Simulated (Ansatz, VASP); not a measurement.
One calculation of ZnS, two programs

```xyz
4
Lattice="3.8055 0.0000 0.0000 -1.9027 3.2956 0.0000 0.0000 0.0000 6.2440" Properties=species:S:1:pos:R:3 pbc="T T T"
Zn    0.0000    2.1971    0.0021
Zn    1.9027    1.0985    3.1241
S     0.0000    2.1971    2.3394
S     1.9027    1.0985    5.4614
```

Alike in both runs: task single point; functional PBEsol; k mesh 3 × 3 × 3; no spin polarisation.

|  | VASP | Ansatz |
| --- | --- | --- |
| version | VASP 6.6.1 | Ansatz 0.2.0 |
| potentials or method | VASP PAW PBE potentials, release 64 (Zn, S) | plane waves |
| plane-wave cutoff (eV) | 520 | 420 |
| occupations | gaussian, width 0.01 eV | fixed |
| valence electrons in the cell | 36 | 36 |

|  | VASP | Ansatz | Ansatz less VASP |
| --- | --- | --- | --- |
| gap on the k mesh at the Fermi level (eV) | 2.06 | 2.06 | -0.005 |
| pressure (GPa) | -0.4 | -0.6 | -0.18 |
| traceless stress, the component that is largest in VASP (GPa) | -1.17 | -1.18 | -0.007 |
| rms of the force components (eV/Å) | 0.028 | 0.027 | -0.0005 |

VASP's potentials were made for PBE, not for PBEsol. Atom by atom the forces differ by 0.001 eV/Å (rms over components).

The k mesh is coarse, so the values compare programs but aren't converged.
